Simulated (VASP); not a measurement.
# InAs in VASP: single point with PBE+D3(BJ)

Aim: the single point of InAs with PBE+D3(BJ).

All numbers are computed with VASP 6.6.1; they aren't measurements. Logs are shortened: lines on timing, memory, paths and dates and some standing lists are left out, and cuts for length are marked.

## Step 1: The cell of the first run

The cell holds a slab with vacuum, 16 atoms: a = 8.644 Å, b = 6.112 Å, c = 22.483 Å, α = 90.00°, β = 90.00°, γ = 90.00°.

## Step 2: Single point, PBE+D3(BJ)

Contents of INCAR:

```
SYSTEM = InAs
ALGO = Normal ; DIPOL = 0.5 0.5 0.500
EDIFF = 1E-6 ; ENCUT = 520
GGA = PE ; IDIPOL = 3
ISIF = 2 ; ISMEAR = 0
IVDW = 12 ; LASPH = .TRUE.
LCHARG = .TRUE. ; LDIPOL = .TRUE.
LELF = .TRUE. ; LREAL = Auto
LVACPOTAV = .TRUE. ; LVHAR = .TRUE.
LWAVE = .FALSE. ; NBANDS = 86
NELM = 60 ; PREC = Accurate
SIGMA = 0.1
```

Contents of KPOINTS:

```
k-points
0
G
  2 3 1
  0 0 0
```

Contents of POSCAR:

```
InAs
1.0
    8.6438581907      0.0000000000      0.0000000000
    0.0000000000      6.1121307423      0.0000000000
    0.0000000000      0.0000000000     22.4828936431
In As
8 8
Direct
    0.2500000000      0.5000000000      0.3558260839
    0.7500000000      0.5000000000      0.3558260839
    0.5000000000      0.0000000000      0.4519420280
    0.0000000000      0.0000000000      0.4519420280
    0.7500000000      0.5086003538      0.5541666446
    0.2500000000      0.5086003538      0.5541666446
    0.0000000000     -0.0579541778      0.6260351547
    0.5000000000     -0.0579541778      0.6260351547
    0.5000000000      0.2500000000      0.3558260839
    0.0000000000      0.2500000000      0.3558260839
    0.7500000000      0.7500000000      0.4519420280
    0.2500000000      0.7500000000      0.4519420280
    0.0000000000      0.2589648685      0.5480065813
    0.5000000000      0.2589648685      0.5480065813
    0.2500000000      0.7249335483      0.6572035764
    0.7500000000      0.7249335483      0.6572035764
```

Potentials or basis: VASP PAW PBE potentials, release 64 (In_d, As).

Launch:

```sh
$ cat potpaw_PBE.64/In_d/POTCAR potpaw_PBE.64/As/POTCAR > POTCAR
$ mpirun -np 1 vasp_std > vasp.out
```

OUTCAR:

```text
SYSTEM = InAs
   EDIFF = 1E-6
   ENCUT = 520
   GGA = PE
   ISIF = 2
   ISMEAR = 0
   IVDW = 12
   LASPH = .TRUE.
   LREAL = Auto
   NELM = 60
   PREC = Accurate
 IVDW          = 12

 ion  position               nearest neighbor table
   1  0.250  0.500  0.356-   9 2.65  10 2.65  12 2.65
   2  0.750  0.500  0.356-   9 2.65  10 2.65  11 2.65
   3  0.500  0.000  0.452-  11 2.65  12 2.65   9 2.65  14 2.68   8 3.93
   4  0.000  0.000  0.452-  11 2.65  12 2.65  10 2.65  13 2.68   7 3.93
   5  0.750  0.509  0.554-  13 2.65  14 2.65  16 2.67  11 2.73   7 3.78   8 3.78
   6  0.250  0.509  0.554-  13 2.65  14 2.65  15 2.67  12 2.73   7 3.78   8 3.78
   7  0.000  0.942  0.626-  13 2.61  15 2.63  16 2.63   6 3.78   5 3.78   4 3.93
   8  0.500  0.942  0.626-  14 2.61  15 2.63  16 2.63   6 3.78   5 3.78   3 3.93
   9  0.500  0.250  0.356-   1 2.65   2 2.65   3 2.65
  10  0.000  0.250  0.356-   1 2.65   2 2.65   4 2.65
  11  0.750  0.750  0.452-   3 2.65   4 2.65   2 2.65   5 2.73
  12  0.250  0.750  0.452-   3 2.65   4 2.65   1 2.65   6 2.73
  13  0.000  0.259  0.548-   7 2.61   6 2.65   5 2.65   4 2.68
  14  0.500  0.259  0.548-   8 2.61   6 2.65   5 2.65   3 2.68
  15  0.250  0.725  0.657-   7 2.63   8 2.63   6 2.67
  16  0.750  0.725  0.657-   7 2.63   8 2.63   5 2.67

  LATTYP: Found a simple orthorhombic cell.
 ALAT       =     6.1121307423
 B/A-ratio  =     1.4142135624
 C/A-ratio  =     3.6784052225

  Lattice vectors:

 A1 = (   0.0000000000,  -6.1121307423,   0.0000000000)
 A2 = (   8.6438581907,   0.0000000000,   0.0000000000)
 A3 = (   0.0000000000,   0.0000000000,  22.4828936431)

Analysis of symmetry for initial positions (statically):
=====================================================================
 Subroutine PRICEL returns following result:

  LATTYP: Found a simple orthorhombic cell.
 ALAT       =     4.3219290953
 B/A-ratio  =     1.4142135624
 C/A-ratio  =     5.2020505536

  Lattice vectors:

 A1 = (   4.3219290953,   0.0000000000,   0.0000000000)
 A2 = (   0.0000000000,   6.1121307423,   0.0000000000)
 A3 = (   0.0000000000,   0.0000000000,  22.4828936431)

   2 primitive cells build up your supercell.

 Routine SETGRP: Setting up the symmetry group for a
 simple orthorhombic supercell.

 Subroutine GETGRP returns: Found  2 space group operations
 (whereof  2 operations were pure point group operations)
 out of a pool of  8 trial point group operations.

The static configuration has the point symmetry C_1h.

Analysis of symmetry for dynamics (positions and initial velocities):
=====================================================================
 Subroutine PRICEL returns following result:

  LATTYP: Found a simple orthorhombic cell.
 ALAT       =     4.3219290953
 B/A-ratio  =     1.4142135624
 C/A-ratio  =     5.2020505536

  Lattice vectors:

 A1 = (   4.3219290953,   0.0000000000,   0.0000000000)
 A2 = (   0.0000000000,   6.1121307423,   0.0000000000)
 A3 = (   0.0000000000,   0.0000000000,  22.4828936431)

   2 primitive cells build up your supercell.

 Routine SETGRP: Setting up the symmetry group for a
 simple orthorhombic supercell.

 Subroutine GETGRP returns: Found  2 space group operations
 (whereof  2 operations were pure point group operations)
 out of a pool of  8 trial point group operations.

The dynamic configuration has the point symmetry C_1h.

 Subroutine INISYM returns: Found  2 space group operations
 (whereof  2 operations are pure point group operations),
 and found     2 'primitive' translations

----------------------------------------------------------------------------------------

                                     Primitive cell

  volume of cell :     593.9125

  direct lattice vectors                    reciprocal lattice vectors
     4.321929095  0.000000000  0.000000000     0.231378160  0.000000000  0.000000000
     0.000000000  6.112130742  0.000000000     0.000000000  0.163609066  0.000000000
     0.000000000  0.000000000 22.482893643     0.000000000  0.000000000  0.044478260

  length of vectors
     4.321929095  6.112130742 22.482893643     0.231378160  0.163609066  0.044478260

  position of ions in fractional coordinates (direct lattice)
     0.500000000  0.500000000  0.355826084
     1.000000000  0.000000000  0.451942028
     0.500000000  0.508600354  0.554166645
     0.000000000  0.942045822  0.626035155
     1.000000000  0.250000000  0.355826084
     0.500000000  0.750000000  0.451942028
     0.000000000  0.258964869  0.548006581
     0.500000000  0.724933548  0.657203576

  ion indices of the primitive-cell ions
   primitive index   ion index
                 1           1
                 2           3
                 3           6
                 4           7
                 5           9
                 6          12
                 7          13
                 8          15

----------------------------------------------------------------------------------------

 KPOINTS: k-points

Automatic generation of k-mesh.
 Grid dimensions read from file:
 generate k-points for:    2    3    1

 Generating k-lattice:

  Cartesian coordinates                     Fractional coordinates (reciprocal lattice)
     0.057844540  0.000000000  0.000000000     0.500000000  0.000000000  0.000000000
     0.000000000  0.054536355  0.000000000     0.000000000  0.333333333  0.000000000
     0.000000000  0.000000000  0.044478260     0.000000000  0.000000000  1.000000000

  Length of vectors
     0.057844540  0.054536355  0.044478260

  Shift w.r.t. Gamma in fractional coordinates (k-lattice)
     0.000000000  0.000000000  0.000000000

 Subroutine IBZKPT returns following result:
 ===========================================

 Found      4 irreducible k-points:

 Following reciprocal coordinates:
            Coordinates               Weight
  0.000000  0.000000  0.000000      1.000000
  0.500000  0.000000  0.000000      1.000000
  0.000000  0.333333  0.000000      2.000000
  0.500000  0.333333  0.000000      2.000000
   k-points           NKPTS =      4   k-points in BZ     NKDIM =      4   number of bands    NBANDS=     86
   number of dos      NEDOS =    301   number of ions     NIONS =     16
   total plane-waves  NPLWV = 516096
   dimension x,y,z NGX =    64 NGY =   48 NGZ =  168
   dimension x,y,z NGXF=   128 NGYF=   96 NGZF=  336
   ions per type =               8   8
   NGX,Y,Z   is equivalent  to a cutoff of  12.31, 13.06, 12.42 a.u.
   NGXF,Y,Z  is equivalent  to a cutoff of  24.62, 26.11, 24.84 a.u.
 SYSTEM =  InAs
   PREC   = accura    normal or accurate (medium, high low for compatibility)
   ISTART =      0    job   : 0-new  1-cont  2-samecut
   ICHARG =      2    charge: 1-file 2-atom 10-const
   ISPIN  =      1    spin polarized calculation?
   LNONCOLLINEAR =      F non collinear calculations
   LSORBIT =      F    spin-orbit coupling
   LASPH  =      T    aspherical Exc in radial PAW
   ENCUT  =  520.0 eV  38.22 Ry    6.18 a.u.  16.07 11.36 41.80*2*pi/ulx,y,z
   NELM   =     60;   NELMIN=  2; NELMDL= -5     # of ELM steps
   EDIFF  = 0.1E-05   stopping-criterion for ELM
   LREAL  =      T    real-space projection
   EDIFFG = 0.1E-04   stopping-criterion for IOM
   NSW    =      0    number of steps for IOM
   IBRION =     -1    ionic relax: 0-MD 1-quasi-New 2-CG
   NFREE  =      0    steps in history (QN), initial steepest desc. (CG)
   ISIF   =      2    stress and relaxation
   ISYM   =      2    0-nonsym 1-usesym 2-fastsym
   POTIM  = 0.5000    time-step for ionic-motion
   TEBEG  =    0.0;   TEEND  =   0.0 temperature during run
   PSTRESS=    0.0 pullay stress
   NELECT =     144.0000    total number of electrons
   NUPDOWN=      -1.0000    fix difference up-down
   EMIN   =  10.00;   EMAX   =-10.00  energy-range for DOS
   EFERMI =   0.00;   METHOD = LEGACY
   ISMEAR =     0;   SIGMA  =   0.10  broadening in eV -4-tet -1-fermi 0-gaus
   EFERMI_NEDOS =   21; number of points for ismear=-14 and -15
   IALGO  =     38    algorithm
   IMIX   =      4    mixing-type and parameters
     AMIX     =   0.40;   BMIX     =  1.00
     AMIX_MAG =   1.60;   BMIX_MAG =  1.00
  volume/ion in A,a.u.               =      74.24       500.99
  Fermi-wavevector in a.u.,A,eV,Ry     =   0.810236  1.531124  8.931984  0.656482
  Thomas-Fermi vector in A             =   1.919374
   LORBIT       =      0    0 simple, 1 ext, 2 COOP (PROOUT), +10 PAW based schemes
   GGA     = PE    functional components
   LHFCALC =     F    Hartree Fock is set to
   AEXX    =    0.0000 exact exchange contribution
   IVDW    =    12    specifies the selected vdW correction
   LEPSILON=     F    determine dielectric tensor
   LRPA    =     F    only Hartree local field effects (RPA)
 non-spin polarized calculation
 Gauss-broadening in eV      SIGMA  =   0.10
  energy-cutoff  :      520.00
  volume of cell :     1187.83
 maximum number of plane-waves:     32024
   NGX = 33   NGY = 23   NGZ = 83

 number of electron     143.9999996 magnetization

 dipolmoment           0.000000      0.000000      0.047691 electrons x Angstroem

 Free energy of the ion-electron system (eV)
  ---------------------------------------------------
  ext. energy  EPLUGINS =         0.00000000
  ---------------------------------------------------
  free energy    TOTEN  =       -57.36452006 eV

  energy without entropy =      -57.36446309  energy(sigma->0) =      -57.36449158

 E-fermi :  -1.0647     XC(G=0):  -4.0787

 val. band max:       -1.3055318932   @ k =   0.0000   0.0000   0.0000
 cond. band min:      -0.8238682489   @ k =   0.0000   0.0000   0.0000
 fundamental gap:      0.4816636443
 Fermi energy:        -1.0646925605

 k-point     1 :       0.0000    0.0000    0.0000
  band No.  band energies     occupation
      1     -15.8027      2.00000
      2     -15.7907      2.00000
      3     -15.7645      2.00000
      4     -15.7603      2.00000
      5     -15.7445      2.00000
      6     -15.7375      2.00000
[... 76 lines left out ...]
     83       1.5841      0.00000
     84       1.6576      0.00000

 k-point     2 :       0.5000    0.0000    0.0000
  band No.  band energies     occupation
      1     -15.7932      2.00000
      2     -15.7932      2.00000
      3     -15.7600      2.00000
      4     -15.7600      2.00000
      5     -15.7347      2.00000
      6     -15.7347      2.00000
[... 76 lines left out ...]
     83       2.0279      0.00000
     84       2.0279      0.00000

 k-point     3 :       0.0000    0.3333    0.0000
  band No.  band energies     occupation
      1     -15.8067      2.00000
      2     -15.7840      2.00000
      3     -15.7552      2.00000
      4     -15.7550      2.00000
      5     -15.7435      2.00000
      6     -15.7403      2.00000
[... 76 lines left out ...]
     83       1.7576      0.00000
     84       2.2314      0.00000

 k-point     4 :       0.5000    0.3333    0.0000
  band No.  band energies     occupation
      1     -15.7934      2.00000
      2     -15.7934      2.00000
      3     -15.7545      2.00000
      4     -15.7545      2.00000
      5     -15.7363      2.00000
      6     -15.7363      2.00000
[... 76 lines left out ...]
     83       2.6007      0.00000
     84       2.6007      0.00000
 [bands above 84 left out]

------------------------ aborting loop because EDIFF is reached ----------------------------------------

 Edisp (eV)   -3.57203

 E8    (eV) :    -1.7120

  FORCE on cell =-STRESS in cart. coord.  units (eV):
  Direction    XX          YY          ZZ          XY          YZ          ZX
  --------------------------------------------------------------------------------------
  -------------------------------------------------------------------------------------
  Total      -1.26696    -3.32560     0.72939     0.00000     2.78635     0.00000
  in kB      -1.70891    -4.48568     0.98383     0.00000     3.75832     0.00000
  external pressure =       -1.74 kB  Pullay stress =        0.00 kB

 VOLUME and BASIS-vectors are now :
 -----------------------------------------------------------------------------
  energy-cutoff  :      520.00
  volume of cell :     1187.83
      direct lattice vectors                 reciprocal lattice vectors
     8.643858191  0.000000000  0.000000000     0.115689080  0.000000000  0.000000000
     0.000000000  6.112130742  0.000000000     0.000000000  0.163609066  0.000000000
     0.000000000  0.000000000 22.482893643     0.000000000  0.000000000  0.044478260

 POSITION                                       TOTAL-FORCE (eV/Angst)
 -----------------------------------------------------------------------------------
      2.16096      3.05607      8.00000         0.000000     -0.790515      0.977385
      6.48289      3.05607      8.00000        -0.000000     -0.790515      0.977385
      4.32193      0.00000     10.16096        -0.000000      0.359799      0.176661
      0.00000      0.00000     10.16096        -0.000000      0.359799      0.176661
      6.48289      3.10863     12.45927        -0.000000     -0.039284      0.014495
      2.16096      3.10863     12.45927         0.000000     -0.039284      0.014495
[... 8 lines left out ...]
      2.16096      4.43089     14.77584        -0.000000      0.003875      0.018064
      6.48289      4.43089     14.77584        -0.000000      0.003875      0.018064
 -----------------------------------------------------------------------------------
    total drift:                                0.000000     -0.052896      0.077056

  FREE ENERGIE OF THE ION-ELECTRON SYSTEM (eV)
  ---------------------------------------------------
  free  energy   TOTEN  =       -60.9365517538 eV

  energy  without entropy=      -60.9364947828  energy(sigma->0) =      -60.93652327

 vacuum level on the upper side and lower side of the slab         3.476         3.312
```

Run time: 12 min. Hardware: 1 thread of AMD EPYC 9R45 (Zen 5), shared host; peak memory 1 GiB.

Results:

```yaml
Free_energy: -60.9366 eV
Largest_force: 1.257 eV/Å
Band_gap_on_the_k_mesh: 0.48 eV
Dispersion_energy_per_atom: -0.223 eV
```

Forces in eV/Å, atoms in the order of the input:
```
In   0.000 -0.791  0.977
In   0.000 -0.791  0.977
In   0.000  0.360  0.177
In   0.000  0.360  0.177
In   0.000 -0.039  0.014
In   0.000 -0.039  0.014
In   0.000  0.011  0.002
In   0.000  0.011  0.002
As   0.000  0.137 -1.154
As   0.000  0.137 -1.154
As   0.000  0.317 -0.037
As   0.000  0.317 -0.037
As   0.000  0.001  0.003
As   0.000  0.001  0.003
As   0.000  0.004  0.018
As   0.000  0.004  0.018
```

Caveat: spin-orbit coupling is left out, which moves the levels of the heavy elements.
